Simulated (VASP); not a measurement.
# FeSi (nc) (P2_13) in VASP: a series of runs

Runs on FeSi (nc). Level: PBE. Tasks: single point.

Everything below comes from runs of VASP 6.6.1. Logs are shortened: lines on timing, memory, paths and dates and some standing lists are left out, and cuts for length are marked.

## (1) The cell of the first run

It takes space group P2_13 (No. 198, cubic). The conventional cell has a = 4.449 Å, b = 4.449 Å, c = 4.449 Å, α = 90.00°, β = 90.00°, γ = 90.00°. Fe (site symmetry 3) has 7 Si at 2.27 to 2.50 Å and 6 Fe at 2.73 Å within 3.0 Å. Within 3.0 Å of Si (site symmetry 3) lie 7 Fe at 2.27 to 2.50 Å and 6 Si at 2.76 Å.

## (2) Single point, PBE

Contents of INCAR:

```
ALGO = Normal
EDIFF = 1E-6
ENCUT = 520
GGA = PE
ISIF = 2
ISMEAR = 0
LASPH = True
LCHARG = False
LREAL = False
LWAVE = False
NBANDS = 34
NELM = 60
PREC = Accurate
SIGMA = 0.1
```

Contents of KPOINTS:

```
k-points
0
Gamma
  4 4 4
```

Contents of POSCAR:

```
FeSi
1.0
    4.4487271977      0.0000000000      0.0000000000
    0.0000000000      4.4487271977      0.0000000000
    0.0000000000      0.0000000000      4.4487271977
Fe Si
4 4
Direct
    0.1355830560      0.1355830560      0.1355830560
    0.3644169440      0.8644169440      0.6355830560
    0.6355830560      0.3644169440      0.8644169440
    0.8644169440      0.6355830560      0.3644169440
    0.8410941506      0.8410941506      0.8410941506
    0.6589058494      0.1589058494      0.3410941506
    0.3410941506      0.6589058494      0.1589058494
    0.1589058494      0.3410941506      0.6589058494
```

Potentials or basis: VASP PAW PBE potentials, release 64 (Fe, Si).

Command:

```bash
$ cat potpaw_PBE.64/Fe/POTCAR potpaw_PBE.64/Si/POTCAR > POTCAR
$ mpirun -np 1 vasp_std > vasp.out
```

OUTCAR:

```text
EDIFF = 1E-6
   ENCUT = 520
   GGA = PE
   ISIF = 2
   ISMEAR = 0
   LASPH = True
   LREAL = False
   NELM = 60
   PREC = Accurate

 ion  position               nearest neighbor table
   1  0.136  0.136  0.136-   5 2.27   6 2.31   7 2.31   8 2.31   7 2.50   8 2.50   6 2.50   3 2.73
                             4 2.73   2 2.73   2 2.73   4 2.73   3 2.73
   2  0.364  0.864  0.636-   6 2.27   5 2.31   7 2.31   8 2.31   7 2.50   8 2.50   5 2.50   1 2.73
                             1 2.73   3 2.73   3 2.73   4 2.73   4 2.73
   3  0.636  0.364  0.864-   7 2.27   6 2.31   5 2.31   8 2.31   8 2.50   6 2.50   5 2.50   1 2.73
                             4 2.73   2 2.73   2 2.73   4 2.73   1 2.73
   4  0.864  0.636  0.364-   8 2.27   6 2.31   7 2.31   5 2.31   6 2.50   5 2.50   7 2.50   1 2.73
                             3 2.73   2 2.73   1 2.73   2 2.73   3 2.73
   5  0.841  0.841  0.841-   1 2.27   2 2.31   3 2.31   4 2.31   3 2.50   4 2.50   2 2.50   6 2.76
                             7 2.76   8 2.76   6 2.76   8 2.76   7 2.76
   6  0.659  0.159  0.341-   2 2.27   1 2.31   3 2.31   4 2.31   3 2.50   4 2.50   1 2.50   8 2.76
                             5 2.76   5 2.76   7 2.76   7 2.76   8 2.76
   7  0.341  0.659  0.159-   3 2.27   2 2.31   1 2.31   4 2.31   4 2.50   2 2.50   1 2.50   8 2.76
                             5 2.76   8 2.76   6 2.76   6 2.76   5 2.76
   8  0.159  0.341  0.659-   4 2.27   2 2.31   3 2.31   1 2.31   2 2.50   1 2.50   3 2.50   7 2.76
                             5 2.76   7 2.76   5 2.76   6 2.76   6 2.76

  LATTYP: Found a simple cubic cell.
 ALAT       =     4.4487271977

  Lattice vectors:

 A1 = (   4.4487271977,   0.0000000000,   0.0000000000)
 A2 = (   0.0000000000,   4.4487271977,   0.0000000000)
 A3 = (   0.0000000000,   0.0000000000,   4.4487271977)

Analysis of symmetry for initial positions (statically):
=====================================================================
 Subroutine PRICEL returns:
 Original cell was already a primitive cell.

 Routine SETGRP: Setting up the symmetry group for a
 simple cubic supercell.

 Subroutine GETGRP returns: Found 12 space group operations
 (whereof  3 operations were pure point group operations)
 out of a pool of 48 trial point group operations.

The static configuration has the point symmetry C_3 .
 The point group associated with its full space group is T   .

Analysis of symmetry for dynamics (positions and initial velocities):
=====================================================================
 Subroutine PRICEL returns:
 Original cell was already a primitive cell.

 Routine SETGRP: Setting up the symmetry group for a
 simple cubic supercell.

 Subroutine GETGRP returns: Found 12 space group operations
 (whereof  3 operations were pure point group operations)
 out of a pool of 48 trial point group operations.

The dynamic configuration has the point symmetry C_3 .
 The point group associated with its full space group is T   .

 Subroutine INISYM returns: Found 12 space group operations
 (whereof  3 operations are pure point group operations),
 and found     1 'primitive' translations

----------------------------------------------------------------------------------------

                                     Primitive cell

  volume of cell :      88.0455

  direct lattice vectors                    reciprocal lattice vectors
     4.448727198  0.000000000  0.000000000     0.224783394  0.000000000  0.000000000
     0.000000000  4.448727198  0.000000000     0.000000000  0.224783394  0.000000000
     0.000000000  0.000000000  4.448727198     0.000000000  0.000000000  0.224783394

  length of vectors
     4.448727198  4.448727198  4.448727198     0.224783394  0.224783394  0.224783394

  position of ions in fractional coordinates (direct lattice)
     0.135583056  0.135583056  0.135583056
     0.364416944  0.864416944  0.635583056
     0.635583056  0.364416944  0.864416944
     0.864416944  0.635583056  0.364416944
     0.841094151  0.841094151  0.841094151
     0.658905849  0.158905849  0.341094151
     0.341094151  0.658905849  0.158905849
     0.158905849  0.341094151  0.658905849

  ion indices of the primitive-cell ions
   primitive index   ion index
                 1           1
                 2           2
                 3           3
                 4           4
                 5           5
                 6           6
                 7           7
                 8           8

----------------------------------------------------------------------------------------

 KPOINTS: k-points

Automatic generation of k-mesh.
 Grid dimensions read from file:
 generate k-points for:    4    4    4

 Generating k-lattice:

  Cartesian coordinates                     Fractional coordinates (reciprocal lattice)
     0.056195849  0.000000000  0.000000000     0.250000000  0.000000000  0.000000000
     0.000000000  0.056195849  0.000000000     0.000000000  0.250000000  0.000000000
     0.000000000  0.000000000  0.056195849     0.000000000  0.000000000  0.250000000

  Length of vectors
     0.056195849  0.056195849  0.056195849

  Shift w.r.t. Gamma in fractional coordinates (k-lattice)
     0.000000000  0.000000000  0.000000000

 Subroutine IBZKPT returns following result:
 ===========================================

 Found     11 irreducible k-points:

 Following reciprocal coordinates:
            Coordinates               Weight
  0.000000  0.000000  0.000000      1.000000
  0.250000  0.000000  0.000000      6.000000
  0.500000  0.000000  0.000000      3.000000
  0.250000  0.250000  0.000000     12.000000
  0.500000  0.250000  0.000000      6.000000
 -0.250000  0.500000  0.000000      6.000000
  0.500000  0.500000  0.000000      3.000000
  0.250000  0.250000  0.250000      8.000000
  0.500000  0.250000  0.250000     12.000000
  0.500000  0.500000  0.250000      6.000000
  0.500000  0.500000  0.500000      1.000000
   k-points           NKPTS =     11   k-points in BZ     NKDIM =     11   number of bands    NBANDS=     34
   number of dos      NEDOS =    301   number of ions     NIONS =      8
   total plane-waves  NPLWV =  46656
   dimension x,y,z NGX =    36 NGY =   36 NGZ =   36
   dimension x,y,z NGXF=    72 NGYF=   72 NGZF=   72
   ions per type =               4   4
   NGX,Y,Z   is equivalent  to a cutoff of  13.45, 13.45, 13.45 a.u.
   NGXF,Y,Z  is equivalent  to a cutoff of  26.91, 26.91, 26.91 a.u.
 SYSTEM =  unknown system
   PREC   = accura    normal or accurate (medium, high low for compatibility)
   ISTART =      0    job   : 0-new  1-cont  2-samecut
   ICHARG =      2    charge: 1-file 2-atom 10-const
   ISPIN  =      1    spin polarized calculation?
   LNONCOLLINEAR =      F non collinear calculations
   LSORBIT =      F    spin-orbit coupling
   LASPH  =      T    aspherical Exc in radial PAW
   ENCUT  =  520.0 eV  38.22 Ry    6.18 a.u.   8.27  8.27  8.27*2*pi/ulx,y,z
   NELM   =     60;   NELMIN=  2; NELMDL= -5     # of ELM steps
   EDIFF  = 0.1E-05   stopping-criterion for ELM
   LREAL  =      F    real-space projection
   EDIFFG = 0.1E-04   stopping-criterion for IOM
   NSW    =      0    number of steps for IOM
   IBRION =     -1    ionic relax: 0-MD 1-quasi-New 2-CG
   NFREE  =      0    steps in history (QN), initial steepest desc. (CG)
   ISIF   =      2    stress and relaxation
   ISYM   =      2    0-nonsym 1-usesym 2-fastsym
   POTIM  = 0.5000    time-step for ionic-motion
   TEBEG  =    0.0;   TEEND  =   0.0 temperature during run
   PSTRESS=    0.0 pullay stress
   NELECT =      48.0000    total number of electrons
   NUPDOWN=      -1.0000    fix difference up-down
   EMIN   =  10.00;   EMAX   =-10.00  energy-range for DOS
   EFERMI =   0.00;   METHOD = LEGACY
   ISMEAR =     0;   SIGMA  =   0.10  broadening in eV -4-tet -1-fermi 0-gaus
   EFERMI_NEDOS =   21; number of points for ismear=-14 and -15
   IALGO  =     38    algorithm
   IMIX   =      4    mixing-type and parameters
     AMIX     =   0.40;   BMIX     =  1.00
     AMIX_MAG =   1.60;   BMIX_MAG =  1.00
  volume/ion in A,a.u.               =      11.01        74.27
  Fermi-wavevector in a.u.,A,eV,Ry     =   1.337374  2.527270 24.334953  1.788569
  Thomas-Fermi vector in A             =   2.465927
   LORBIT       =      0    0 simple, 1 ext, 2 COOP (PROOUT), +10 PAW based schemes
   GGA     = PE    functional components
   LHFCALC =     F    Hartree Fock is set to
   AEXX    =    0.0000 exact exchange contribution
   IVDW    =     0    specifies the selected vdW correction
   LEPSILON=     F    determine dielectric tensor
   LRPA    =     F    only Hartree local field effects (RPA)
 non-spin polarized calculation
 Gauss-broadening in eV      SIGMA  =   0.10
  energy-cutoff  :      520.00
  volume of cell :       88.05
 maximum number of plane-waves:      2392
 NGX is ok and might be reduce to    36
   NGX = 17   NGY = 17   NGZ = 17

 number of electron      48.0000007 magnetization

 Free energy of the ion-electron system (eV)
  ---------------------------------------------------
  ext. energy  EPLUGINS =         0.00000000
  ---------------------------------------------------
  free energy    TOTEN  =       -58.78908371 eV

  energy without entropy =      -58.77146692  energy(sigma->0) =      -58.78027532

 E-fermi :   9.7972     XC(G=0): -12.7963

 val. band max:        9.7090983521   @ k =   0.2500   0.0000   0.0000
 cond. band min:       9.8816008699   @ k =   0.2500   0.2500   0.0000
 fundamental gap:      0.1725025178
 Fermi energy:         9.7972335424

 k-point     1 :       0.0000    0.0000    0.0000
  band No.  band energies     occupation
      1      -3.5218      2.00000
      2       1.8326      2.00000
      3       1.8326      2.00000
      4       1.8326      2.00000
      5       4.6733      2.00000
      6       4.6733      2.00000
[... 26 lines left out ...]
     33      14.0214      0.00000
     34      14.0214      0.00000

 k-point     2 :       0.2500    0.0000    0.0000
  band No.  band energies     occupation
      1      -3.0619      2.00000
      2       0.1297      2.00000
      3       2.1013      2.00000
      4       2.8594      2.00000
      5       3.9208      2.00000
      6       4.9052      2.00000
[... 26 lines left out ...]
     33      14.4121      0.00000
     34      14.4265      0.00000

 k-point     3 :       0.5000    0.0000    0.0000
  band No.  band energies     occupation
      1      -1.7515      2.00000
      2      -1.7515      2.00000
      3       2.7969      2.00000
      4       2.7969      2.00000
      5       4.2769      2.00000
      6       4.2769      2.00000
[... 26 lines left out ...]
     33      14.7595      0.00000
     34      14.7595      0.00000

 k-point     4 :       0.2500    0.2500    0.0000
  band No.  band energies     occupation
      1      -2.6128      2.00000
      2       0.1239      2.00000
      3       1.1373      2.00000
      4       2.9449      2.00000
      5       3.9562      2.00000
      6       4.3419      2.00000
[... 26 lines left out ...]
     33      14.2624      0.00000
     34      14.5025      0.00000

 k-point     5 :       0.5000    0.2500    0.0000
  band No.  band energies     occupation
      1      -1.3487      2.00000
      2      -1.3487      2.00000
      3       1.7781      2.00000
      4       1.7781      2.00000
      5       4.5883      2.00000
      6       4.5883      2.00000
[... 140 lines left out ...]
 k-point     9 :       0.5000    0.2500    0.2500
  band No.  band energies     occupation
      1      -0.9616      2.00000
      2      -0.9616      2.00000
      3       1.6314      2.00000
      4       1.6314      2.00000
      5       3.4045      2.00000
      6       3.4045      2.00000
[... 26 lines left out ...]
     33      15.2225      0.00000
     34      15.2226      0.00000

 k-point    10 :       0.5000    0.5000    0.2500
  band No.  band energies     occupation
      1      -0.2175      2.00000
      2      -0.2175      2.00000
      3       0.7673      2.00000
      4       0.7673      2.00000
      5       3.5218      2.00000
      6       3.5218      2.00000
[... 26 lines left out ...]
     33      15.7790      0.00000
     34      15.7790      0.00000

 k-point    11 :       0.5000    0.5000    0.5000
  band No.  band energies     occupation
      1       0.6134      2.00000
      2       0.6134      2.00000
      3       0.6134      2.00000
      4       0.6134      2.00000
      5       3.2483      2.00000
      6       3.2483      2.00000
[... 26 lines left out ...]
     33      15.8604      0.00000
     34      15.8604      0.00000

------------------------ aborting loop because EDIFF is reached ----------------------------------------

  FORCE on cell =-STRESS in cart. coord.  units (eV):
  Direction    XX          YY          ZZ          XY          YZ          ZX
  --------------------------------------------------------------------------------------
  -------------------------------------------------------------------------------------
  Total        0.0839573      0.0839573      0.0839573     -0.0000000      0.0000000      0.0000000
  in kB        1.5277825      1.5277825      1.5277825     -0.0000000      0.0000000      0.0000000
  external PRESSURE =       1.5277825 kB  Pullay stress =       0.0000000 kB

 VOLUME and BASIS-vectors are now :
 -----------------------------------------------------------------------------
  energy-cutoff  :      520.00
  volume of cell :       88.05
      direct lattice vectors                 reciprocal lattice vectors
     4.448727198  0.000000000  0.000000000     0.224783394  0.000000000  0.000000000
     0.000000000  4.448727198  0.000000000     0.000000000  0.224783394  0.000000000
     0.000000000  0.000000000  4.448727198     0.000000000  0.000000000  0.224783394

 POSITION                                       TOTAL-FORCE (eV/Angst)
 -----------------------------------------------------------------------------------
      0.60317      0.60317      0.60317         0.049539      0.049539      0.049539
      1.62119      3.84556      2.82754        -0.049539     -0.049539      0.049539
      2.82754      1.62119      3.84556         0.049539     -0.049539     -0.049539
      3.84556      2.82754      1.62119        -0.049539      0.049539     -0.049539
      3.74180      3.74180      3.74180        -0.021720     -0.021720     -0.021720
      2.93129      0.70693      1.51743         0.021720      0.021720     -0.021720
      1.51743      2.93129      0.70693        -0.021720      0.021720      0.021720
      0.70693      1.51743      2.93129         0.021720     -0.021720      0.021720
 -----------------------------------------------------------------------------------
    total drift:                               -0.000001     -0.000001     -0.000000

  FREE ENERGIE OF THE ION-ELECTRON SYSTEM (eV)
  ---------------------------------------------------
  free  energy   TOTEN  =       -58.7890837108 eV

  energy  without entropy=      -58.7714669231  energy(sigma->0) =      -58.78027532
```

Wall time 64 s (1 thread of Intel Xeon 8259CL, shared host); peak memory 0.2 GiB.

Results:

* Free energy: -58.7891 eV
* Pressure: 0.2 GPa
* Largest force: 0.086 eV/Å
* Band gap on the k mesh: 0.17 eV, indirect (least direct gap 0.20 eV)

Forces on the atoms (eV/Å):
```
Fe   0.050  0.050  0.050
Fe  -0.050 -0.050  0.050
Fe   0.050 -0.050 -0.050
Fe  -0.050  0.050 -0.050
Si  -0.022 -0.022 -0.022
Si   0.022  0.022 -0.022
Si  -0.022  0.022  0.022
Si   0.022 -0.022  0.022
```

A k mesh can miss the band edges. Spin polarisation is off, so any magnetic state and its effect on volume and gap are missing.

## (3) Single point, PBE

Contents of INCAR:

```
PREC = Accurate ; ENCUT = 520
EDIFF = 1E-6 ; ISMEAR = 0
SIGMA = 0.01 ; LREAL = False
LASPH = True ; NELM = 60
ALGO = Normal ; ISIF = 2
LWAVE = False ; LCHARG = False
GGA = PE ; NBANDS = 34
```

Contents of KPOINTS:

```
Automatic mesh
0
Gamma
  8 8 8
```

Contents of POSCAR:

```
FeSi
1.0
    4.4476157828      0.0000000000      0.0000000000
    0.0000000000      4.4476157828      0.0000000000
    0.0000000000      0.0000000000      4.4476157828
Fe Si
4 4
Direct
    0.1361163172      0.1361163172      0.1361163172
    0.3638836828      0.8638836828      0.6361163172
    0.6361163172      0.3638836828      0.8638836828
    0.8638836828      0.6361163172      0.3638836828
    0.8408470709      0.8408470709      0.8408470709
    0.6591529291      0.1591529291      0.3408470709
    0.3408470709      0.6591529291      0.1591529291
    0.1591529291      0.3408470709      0.6591529291
```

Potentials or basis: VASP PAW PBE potentials, release 64 (Fe, Si).

Command:

```bash
$ cat potpaw_PBE.64/Fe/POTCAR potpaw_PBE.64/Si/POTCAR > POTCAR
$ mpirun -np 1 vasp_std > vasp.out
```

It took 3.3 min on 1 thread of Intel Xeon 8259CL, shared host; peak memory 0.26 GiB.

The run converged. Its results:

```yaml
Free_energy: -58.7822 eV
Pressure: 0.2 GPa
Largest_force: 0.027 eV/Å
Band_gap_on_the_k_mesh: 0.16 eV, indirect (least direct gap 0.17 eV)
```

Forces on the atoms (eV/Å):
```
Fe   0.015  0.015  0.015
Fe  -0.015 -0.015  0.015
Fe   0.015 -0.015 -0.015
Fe  -0.015  0.015 -0.015
Si  -0.007 -0.007 -0.007
Si   0.007  0.007 -0.007
Si  -0.007  0.007  0.007
Si   0.007 -0.007  0.007
```

Levels at points of the mesh, in eV from the valence-band top:
```csv
k point,band 20,band 21,band 22,band 23,band 24,band 25,band 26,band 27,band 28,band 29
"(0.00, 0.00, 0.00)",-0.28,-0.28,-0.28,-0.04,-0.04,0.66,0.66,0.66,3.03,3.03
"(0.50, 0.00, 0.00)",-1.24,-0.38,-0.38,-0.01,-0.01,0.20,0.20,1.72,1.72,2.22
"(0.50, 0.50, 0.00)",-1.26,-1.01,-1.01,-0.36,-0.36,0.64,0.64,1.30,1.30,2.70
"(0.50, 0.50, 0.50)",-0.73,-0.67,-0.67,-0.67,-0.67,0.50,0.50,0.50,0.50,5.64
```
